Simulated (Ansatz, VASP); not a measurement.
## CdF2: VASP beside Ansatz

INCAR

```
ALGO = Normal
EDIFF = 1E-6
ENCUT = 700
GGA = PS
GGA_COMPAT = F
ISIF = 2
ISMEAR = 0
LASPH = T
LCHARG = T
LELF = T
LREAL = F
LVHAR = T
LWAVE = F
NBANDS = 24
NELM = 120
PREC = Accurate
SIGMA = 0.05
```

The input KPOINTS:

```
k-points
0
Gamma
  8 8 8
```

POSCAR

```
CdF2
1.0
    0.0000000000      2.6357761249      2.5835877577
    2.6357761249      0.0000000000      2.5835877577
    2.6357761249      2.6357761249      0.0000000000
Cd F
1 2
Direct
    0.0000000000      0.0000000000      0.0000000000
    0.2500000000      0.2500000000      0.2500000000
    0.7500000000      0.7500000000      0.7500000000
```

Input for Ansatz:

```yaml
crystal:
  lattice:
    - [0.0, 2.6357761249, 2.5835877577]
    - [2.6357761249, 0.0, 2.5835877577]
    - [2.6357761249, 2.6357761249, 0.0]
  atoms:
    - { symbol: Cd, position: [0.0, 0.0, 0.0] }
    - { symbol: F, position: [0.25, 0.25, 0.25] }
    - { symbol: F, position: [0.75, 0.75, 0.75] }
basis:
  ecutwfc: 520.0
kpoints:
  mp_grid: { grid: [8, 8, 8] }
hamiltonian:
  xc: pbesol
scf:
  occupations: { method: gaussian, width: 0.05 }
output:
  forces: true
  stress: true
  eigenvalues: true
```

Alike in both runs: task single point; functional PBEsol; k mesh 8 × 8 × 8; occupations gaussian, width 0.05 eV; no spin polarisation.

```csv
,VASP,Ansatz
version,VASP 6.6.1,Ansatz 0.2.0
potentials or method,"VASP PAW PBE potentials, release 64 (Cd_sv_GW, F), cutoff 700 eV","scalar-relativistic, plane waves, PAW"
valence electrons in the cell,34,34
```

|  | VASP | Ansatz | Ansatz less VASP |
| --- | --- | --- | --- |
| gap on the k mesh at the Fermi level (eV) | 3.21 | 3.22 | +0.013 |
| least direct gap on the mesh (eV) | 3.56 | 3.57 | +0.012 |
| pressure (GPa) | 10.7 | 11.0 | +0.36 |
| traceless stress, the component that is largest in VASP (GPa) | 1.57 | 1.57 | +0.001 |

VASP's potentials were made for PBE, not for PBEsol.
